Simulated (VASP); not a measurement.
# Mn (Fm-3m) in VASP: a series of runs

Mn is run at these levels: RPBE; tasks: single point.

Everything below comes from runs of VASP 6.6.1. Logs are shortened: lines on timing, memory, paths and dates and some standing lists are left out, and cuts for length are marked.

## 1. The cell of the first run

The structure is cubic, space group Fm-3m (No. 225). The conventional cell has a = 3.480 Å, b = 3.480 Å, c = 3.480 Å, α = 90.00°, β = 90.00°, γ = 90.00°. Mn (site symmetry m-3m) has 12 Mn at 2.46 Å within 3.2 Å.

## 2. Single point, RPBE (volume scaled by 0.96)

INCAR reads:

```
ALGO = Normal
EDIFF = 1E-6
ENCUT = 520
GGA = RP
ISIF = 2
ISMEAR = -1
LASPH = T
LCHARG = T
LELF = T
LREAL = F
LVHAR = T
LWAVE = F
NBANDS = 12
NELM = 100
PREC = Accurate
SIGMA = 0.1
```

KPOINTS reads:

```
k-points
0
Gamma
  17 17 17
```

POSCAR reads:

```
Mn
1.0
    0.0000000000      1.7400020693      1.7400020693
    1.7400020693      0.0000000000      1.7400020693
    1.7400020693      1.7400020693      0.0000000000
Mn
1
Direct
    0.0000000000      0.0000000000      0.0000000000
```

Potentials or basis: VASP PAW PBE potentials, release 64 (Mn_pv).

On the command line:

```sh
> cat potpaw_PBE.64/Mn_pv/POTCAR > POTCAR
> mpirun -np 1 vasp_std > vasp.out
```

OUTCAR:

```text
EDIFF = 1E-6
   ENCUT = 520
   GGA = RP
   ISIF = 2
   ISMEAR = -1
   LASPH = T
   LREAL = F
   NELM = 100
   PREC = Accurate

 ion  position               nearest neighbor table
   1  0.000  0.000  0.000-

  LATTYP: Found a face centered cubic cell.
 ALAT       =     3.4800041386

  Lattice vectors:

 A1 = (   0.0000000000,   1.7400020693,   1.7400020693)
 A2 = (   1.7400020693,   0.0000000000,   1.7400020693)
 A3 = (   1.7400020693,   1.7400020693,   0.0000000000)

Analysis of symmetry for initial positions (statically):
=====================================================================
 Subroutine PRICEL returns:
 Original cell was already a primitive cell.

 Routine SETGRP: Setting up the symmetry group for a
 face centered cubic supercell.

 Subroutine GETGRP returns: Found 48 space group operations
[... 9 lines left out ...]

 Routine SETGRP: Setting up the symmetry group for a
 face centered cubic supercell.

 Subroutine GETGRP returns: Found 48 space group operations
[... 11 lines left out ...]
                                     Primitive cell

  volume of cell :      10.5361

  direct lattice vectors                    reciprocal lattice vectors
     0.000000000  1.740002069  1.740002069    -0.287355980  0.287355980  0.287355980
     1.740002069  0.000000000  1.740002069     0.287355980 -0.287355980  0.287355980
     1.740002069  1.740002069  0.000000000     0.287355980  0.287355980 -0.287355980

  length of vectors
     2.460734525  2.460734525  2.460734525     0.497715157  0.497715157  0.497715157

  position of ions in fractional coordinates (direct lattice)
     0.000000000  0.000000000  0.000000000

  ion indices of the primitive-cell ions
   primitive index   ion index
                 1           1

----------------------------------------------------------------------------------------

 KPOINTS: k-points

Automatic generation of k-mesh.
 Grid dimensions read from file:
 generate k-points for:   17   17   17

 Generating k-lattice:

  Cartesian coordinates                     Fractional coordinates (reciprocal lattice)
    -0.016903293  0.016903293  0.016903293     0.058823529  0.000000000  0.000000000
     0.016903293 -0.016903293  0.016903293     0.000000000  0.058823529  0.000000000
     0.016903293  0.016903293 -0.016903293     0.000000000  0.000000000  0.058823529

  Length of vectors
     0.029277362  0.029277362  0.029277362

  Shift w.r.t. Gamma in fractional coordinates (k-lattice)
     0.000000000  0.000000000  0.000000000

 Subroutine IBZKPT returns following result:
 ===========================================
[... 49 lines left out ...]
   LREAL  =      F    real-space projection
   EDIFFG = 0.1E-04   stopping-criterion for IOM
   NSW    =      0    number of steps for IOM
   IBRION =     -1    ionic relax: 0-MD 1-quasi-New 2-CG
   NFREE  =      0    steps in history (QN), initial steepest desc. (CG)
   ISIF   =      2    stress and relaxation
   ISYM   =      2    0-nonsym 1-usesym 2-fastsym
   POTIM  = 0.5000    time-step for ionic-motion
   TEBEG  =    0.0;   TEEND  =   0.0 temperature during run
   PSTRESS=    0.0 pullay stress
   NELECT =      13.0000    total number of electrons
   NUPDOWN=      -1.0000    fix difference up-down
   EMIN   =  10.00;   EMAX   =-10.00  energy-range for DOS
   EFERMI =   0.00;   METHOD = LEGACY
   ISMEAR =    -1;   SIGMA  =   0.10  broadening in eV -4-tet -1-fermi 0-gaus
   EFERMI_NEDOS =   21; number of points for ismear=-14 and -15
   IALGO  =     38    algorithm
   IMIX   =      4    mixing-type and parameters
     AMIX     =   0.40;   BMIX     =  1.00
     AMIX_MAG =   1.60;   BMIX_MAG =  1.00
  volume/ion in A,a.u.               =      10.54        71.10
  Fermi-wavevector in a.u.,A,eV,Ry     =   1.755885  3.318142 41.948582  3.083134
  Thomas-Fermi vector in A             =   2.825543
   LORBIT       =      0    0 simple, 1 ext, 2 COOP (PROOUT), +10 PAW based schemes
   GGA     = RP    functional components
   LHFCALC =     F    Hartree Fock is set to
   AEXX    =    0.0000 exact exchange contribution
   IVDW    =     0    specifies the selected vdW correction
   LEPSILON=     F    determine dielectric tensor
   LRPA    =     F    only Hartree local field effects (RPA)
 non-spin polarized calculation
  energy-cutoff  :      520.00
  volume of cell :       10.54
 maximum number of plane-waves:       296
   NGX =  9   NGY =  9   NGZ =  9

 number of electron      13.0000010 magnetization

 Free energy of the ion-electron system (eV)
  ---------------------------------------------------
  ext. energy  EPLUGINS =         0.00000000
  ---------------------------------------------------
  free energy    TOTEN  =        -8.37554226 eV

  energy without entropy =       -8.32700134  energy(sigma->0) =       -8.35127180

 E-fermi :  10.8992     XC(G=0): -14.0203

 val. band max:       10.8980120762   @ k =  -0.2941   0.2941   0.1176
 cond. band min:      10.9128753878   @ k =   0.4706   0.2353   0.0000
 fundamental gap:      0.0148633116
 Fermi energy:        10.8992080577

 k-point     1 :       0.0000    0.0000    0.0000
  band No.  band energies     occupation
      1     -36.8088      2.00000
      2     -36.8088      2.00000
      3     -36.8088      2.00000
      4       2.4981      2.00000
      5       9.7236      1.99998
      6       9.7236      1.99998
      7       9.7236      1.99998
      8      11.4671      0.00681
      9      11.4671      0.00681
     10      32.4018      0.00000
     11      38.3869      0.00000
     12      38.3869      0.00000
[... 331 lines left out ...]
 k-point    24 :      -0.1176    0.0588    0.0000
  band No.  band energies     occupation
      1     -36.9653      2.00000
      2     -36.8486      2.00000
      3     -36.8218      2.00000
      4       3.4096      2.00000
      5       9.3433      2.00000
      6       9.9813      1.99979
      7       9.9859      1.99978
      8      11.2064      0.08854
      9      11.5256      0.00380
     10      31.8513      0.00000
     11      33.8841      0.00000
     12      37.4329      0.00000

 [... further k-points ...]
[... 5 lines left out ...]
  --------------------------------------------------------------------------------------
  -------------------------------------------------------------------------------------
  Total        0.7821490      0.7821490      0.7821490      0.0000000     -0.0000000      0.0000000
  in kB      118.9380413    118.9380413    118.9380413      0.0000000     -0.0000000      0.0000000
  external PRESSURE =     118.9380413 kB  Pullay stress =       0.0000000 kB

 VOLUME and BASIS-vectors are now :
 -----------------------------------------------------------------------------
  energy-cutoff  :      520.00
  volume of cell :       10.54
      direct lattice vectors                 reciprocal lattice vectors
     0.000000000  1.740002069  1.740002069    -0.287355980  0.287355980  0.287355980
     1.740002069  0.000000000  1.740002069     0.287355980 -0.287355980  0.287355980
     1.740002069  1.740002069  0.000000000     0.287355980  0.287355980 -0.287355980

 POSITION                                       TOTAL-FORCE (eV/Angst)
 -----------------------------------------------------------------------------------
      0.00000      0.00000      0.00000         0.000000     -0.000000      0.000000
 -----------------------------------------------------------------------------------
    total drift:                                0.000000     -0.000000      0.000000

  FREE ENERGIE OF THE ION-ELECTRON SYSTEM (eV)
  ---------------------------------------------------
  free  energy   TOTEN  =        -8.3755422613 eV

  energy  without entropy=       -8.3270013350  energy(sigma->0) =       -8.35127180
```

stdout:

```text
POSCAR found type information on POSCAR Mn
 POSCAR found :  1 types and       1 ions
 scaLAPACK will be used
 -----------------------------------------------------------------------------
|                                                                             |
|                                                                             |
|     You enforced a specific xc type in the INCAR file but a different       |
|     I HOPE YOU KNOW WHAT YOU ARE DOING!                                     |
|                                                                             |
 -----------------------------------------------------------------------------

 LDA part: xc-table for (Slater+PW92), standard interpolation
 POSCAR, INCAR and KPOINTS ok, starting setup
 FFT: planning ... GRIDC
 FFT: planning ... GRID_SOFT
 FFT: planning ... GRID
 WAVECAR not read
 entering main loop
```

Run time: 13 s. Hardware: 1 thread of AMD EPYC 7R13 (Zen 3), shared host; peak memory 0.1 GiB.

Results:

| Quantity | Value |
| --- | --- |
| Free energy | -8.3755 eV |
| Pressure | 11.9 GPa |

Caveat: the cell differs from its parent crystal (volume scaled by 0.96); the PAW data sets were made with another functional, which shifts forces and pressure a little; the run has no spin polarisation, though such a crystal can be magnetic. Spin polarisation is off, so any magnetic state and its effect on volume and gap are missing.

## 3. Single point, RPBE

This run uses another cell than the first one, of 10.98 Å³/atom, 1.042 times its volume.

INCAR reads:

```
ALGO = Normal ; EDIFF = 1E-6
ENCUT = 520 ; GGA = RP
ISIF = 2 ; ISMEAR = -1
LASPH = T ; LCHARG = F
LREAL = F ; LWAVE = F
NBANDS = 12 ; NELM = 100
PREC = Accurate ; SIGMA = 0.1
```

KPOINTS is that of step 2.

POSCAR reads:

```
Mn
1.0
    0.0000000000      1.7638406763      1.7638406763
    1.7638406763      0.0000000000      1.7638406763
    1.7638406763      1.7638406763      0.0000000000
Mn
1
Direct
    0.0000000000      0.0000000000      0.0000000000
```

Potentials or basis: VASP PAW PBE potentials, release 64 (Mn_pv).

On the command line:

```sh
> cat potpaw_PBE.64/Mn_pv/POTCAR > POTCAR
> mpirun -np 1 vasp_std > vasp.out
```

Run time: 16 s. Hardware: 1 thread of AMD EPYC 7R13 (Zen 3), shared host; peak memory 0.11 GiB.

The run converged. Its results:

- Free energy: -8.3917 eV
- Pressure: 0.2 GPa

Levels at points of the mesh, in eV from the Fermi level:
| k point | band 5 | band 6 | band 7 | band 8 | band 9 | band 10 |
| --- | --- | --- | --- | --- | --- | --- |
| (0.00, 0.00, 0.00) | -1.11 | -1.11 | -1.11 | 0.54 | 0.54 | 21.22 |

Caveat: the PAW data sets were made with another functional, which shifts forces and pressure a little; the run has no spin polarisation, though such a crystal can be magnetic.

## 4. Single point, RPBE (volume scaled by 1.04)

INCAR reads:

```
  ALGO = Normal
  EDIFF = 1E-6
  ENCUT = 520
  GGA = RP
  ISIF = 2
  ISMEAR = -1
  LASPH = T
  LCHARG = F
  LREAL = F
  LWAVE = F
  NBANDS = 12
  NELM = 80
  PREC = Accurate
  SIGMA = 0.1
```

KPOINTS is that of step 3.

POSCAR reads:

```
Mn
1.0
    0.0000000000      1.7870517681      1.7870517681
    1.7870517681      0.0000000000      1.7870517681
    1.7870517681      1.7870517681      0.0000000000
Mn
1
Direct
    0.0000000000      0.0000000000      0.0000000000
```

Potentials or basis: VASP PAW PBE potentials, release 64 (Mn_pv).

On the command line:

```sh
> cat potpaw_PBE.64/Mn_pv/POTCAR > POTCAR
> mpirun -np 1 vasp_std > vasp.out
```

OUTCAR:

```text
EDIFF = 1E-6
   ENCUT = 520
   GGA = RP
   ISIF = 2
   ISMEAR = -1
   LASPH = T
   LREAL = F
   NELM = 80
   PREC = Accurate

 ion  position               nearest neighbor table
   1  0.000  0.000  0.000-

  LATTYP: Found a face centered cubic cell.
 ALAT       =     3.5741035362

  Lattice vectors:

 A1 = (   0.0000000000,   1.7870517681,   1.7870517681)
 A2 = (   1.7870517681,   0.0000000000,   1.7870517681)
 A3 = (   1.7870517681,   1.7870517681,   0.0000000000)

Analysis of symmetry for initial positions (statically):
=====================================================================
 Subroutine PRICEL returns:
 Original cell was already a primitive cell.

 Routine SETGRP: Setting up the symmetry group for a
 face centered cubic supercell.

 Subroutine GETGRP returns: Found 48 space group operations
[... 9 lines left out ...]

 Routine SETGRP: Setting up the symmetry group for a
 face centered cubic supercell.

 Subroutine GETGRP returns: Found 48 space group operations
[... 11 lines left out ...]
                                     Primitive cell

  volume of cell :      11.4141

  direct lattice vectors                    reciprocal lattice vectors
     0.000000000  1.787051768  1.787051768    -0.279790440  0.279790440  0.279790440
     1.787051768  0.000000000  1.787051768     0.279790440 -0.279790440  0.279790440
     1.787051768  1.787051768  0.000000000     0.279790440  0.279790440 -0.279790440

  length of vectors
     2.527272847  2.527272847  2.527272847     0.484611257  0.484611257  0.484611257

  position of ions in fractional coordinates (direct lattice)
     0.000000000  0.000000000  0.000000000

  ion indices of the primitive-cell ions
   primitive index   ion index
                 1           1

----------------------------------------------------------------------------------------

 KPOINTS: k-points

Automatic generation of k-mesh.
 Grid dimensions read from file:
 generate k-points for:   17   17   17

 Generating k-lattice:

[... 81 lines left out ...]
     AMIX_MAG =   1.60;   BMIX_MAG =  1.00
  volume/ion in A,a.u.               =      11.41        77.03
  Fermi-wavevector in a.u.,A,eV,Ry     =   1.709656  3.230782 39.768805  2.922925
  Thomas-Fermi vector in A             =   2.788100
   LORBIT       =      0    0 simple, 1 ext, 2 COOP (PROOUT), +10 PAW based schemes
   GGA     = RP    functional components
   LHFCALC =     F    Hartree Fock is set to
   AEXX    =    0.0000 exact exchange contribution
   IVDW    =     0    specifies the selected vdW correction
   LEPSILON=     F    determine dielectric tensor
   LRPA    =     F    only Hartree local field effects (RPA)
 non-spin polarized calculation
  energy-cutoff  :      520.00
  volume of cell :       11.41
 maximum number of plane-waves:       331
   NGX =  9   NGY =  9   NGZ =  9

 number of electron      12.9999998 magnetization

 Free energy of the ion-electron system (eV)
  ---------------------------------------------------
  ext. energy  EPLUGINS =         0.00000000
  ---------------------------------------------------
  free energy    TOTEN  =        -8.37907982 eV

  energy without entropy =       -8.32537194  energy(sigma->0) =       -8.35222588

 E-fermi :   9.7800     XC(G=0): -13.5383

 val. band max:        9.7761675209   @ k =   0.2353   0.1765   0.0000
 cond. band min:       9.7874059547   @ k =  -0.2941   0.2941   0.1176
 fundamental gap:      0.0112384338
 Fermi energy:         9.7800459110

 k-point     1 :       0.0000    0.0000    0.0000
  band No.  band energies     occupation
      1     -37.9805      2.00000
      2     -37.9805      2.00000
      3     -37.9805      2.00000
      4       1.7425      2.00000
      5       8.7355      1.99994
      6       8.7355      1.99994
      7       8.7355      1.99994
      8      10.2865      0.01256
      9      10.2865      0.01256
     10      30.7333      0.00000
     11      36.1845      0.00000
     12      36.1845      0.00000
[... 331 lines left out ...]
 k-point    24 :      -0.1176    0.0588    0.0000
  band No.  band energies     occupation
      1     -38.1000      2.00000
      2     -38.0113      2.00000
      3     -37.9908      2.00000
      4       2.5973      2.00000
      5       8.3979      2.00000
      6       8.9666      1.99941
      7       8.9694      1.99940
      8      10.0589      0.11585
      9      10.3402      0.00736
     10      29.8531      0.00000
     11      31.8652      0.00000
     12      35.1149      0.00000

 [... further k-points ...]
[... 5 lines left out ...]
  --------------------------------------------------------------------------------------
  -------------------------------------------------------------------------------------
  Total       -0.6605503     -0.6605503     -0.6605503      0.0000000     -0.0000000      0.0000000
  in kB      -92.7203592    -92.7203592    -92.7203592      0.0000000     -0.0000000      0.0000000
  external PRESSURE =     -92.7203592 kB  Pullay stress =       0.0000000 kB

 VOLUME and BASIS-vectors are now :
 -----------------------------------------------------------------------------
  energy-cutoff  :      520.00
  volume of cell :       11.41
      direct lattice vectors                 reciprocal lattice vectors
     0.000000000  1.787051768  1.787051768    -0.279790440  0.279790440  0.279790440
     1.787051768  0.000000000  1.787051768     0.279790440 -0.279790440  0.279790440
     1.787051768  1.787051768  0.000000000     0.279790440  0.279790440 -0.279790440

 POSITION                                       TOTAL-FORCE (eV/Angst)
 -----------------------------------------------------------------------------------
      0.00000      0.00000      0.00000         0.000000      0.000000     -0.000000
 -----------------------------------------------------------------------------------
    total drift:                               -0.000000     -0.000000     -0.000000

  FREE ENERGIE OF THE ION-ELECTRON SYSTEM (eV)
  ---------------------------------------------------
  free  energy   TOTEN  =        -8.3790798247 eV

  energy  without entropy=       -8.3253719392  energy(sigma->0) =       -8.35222588
```

stdout:

```text
POSCAR found type information on POSCAR Mn
 POSCAR found :  1 types and       1 ions
 scaLAPACK will be used
 -----------------------------------------------------------------------------
|                                                                             |
|                                                                             |
|     You enforced a specific xc type in the INCAR file but a different       |
|     I HOPE YOU KNOW WHAT YOU ARE DOING!                                     |
|                                                                             |
 -----------------------------------------------------------------------------

 LDA part: xc-table for (Slater+PW92), standard interpolation
 POSCAR, INCAR and KPOINTS ok, starting setup
 FFT: planning ... GRIDC
 FFT: planning ... GRID_SOFT
 FFT: planning ... GRID
 WAVECAR not read
 entering main loop
```

It took 17 s on 1 thread of AMD EPYC 7R13 (Zen 3), shared host; peak memory 0.11 GiB.

What came out:

```
Free energy : -8.3791 eV
Pressure    : -9.3 GPa
```

Caveat: the cell differs from its parent crystal (volume scaled by 1.04); the PAW data sets were made with another functional, which shifts forces and pressure a little; the run has no spin polarisation, though such a crystal can be magnetic.

## 5. Overview

```tsv
cell	gap on the mesh (eV)	pressure (GPa)
a = 2.461 Å, angles 60.0°, 1 atom	none	11.9
a = 2.494 Å, angles 60.0°, 1 atom	none	0.2
a = 2.527 Å, angles 60.0°, 1 atom	none	-9.3
```

Alike in all rows: task single point; level RPBE; potentials or basis VASP PAW PBE potentials, release 64 (Mn_pv); no spin polarisation; k mesh 17 × 17 × 17; cutoff (eV) 520; smearing fermi-dirac 0.1 eV.

Caveats: the PAW data sets were made with another functional, which shifts forces and pressure a little; the run has no spin polarisation, though such a crystal can be magnetic.

Absolute energies hang on the potentials; compare differences alone.
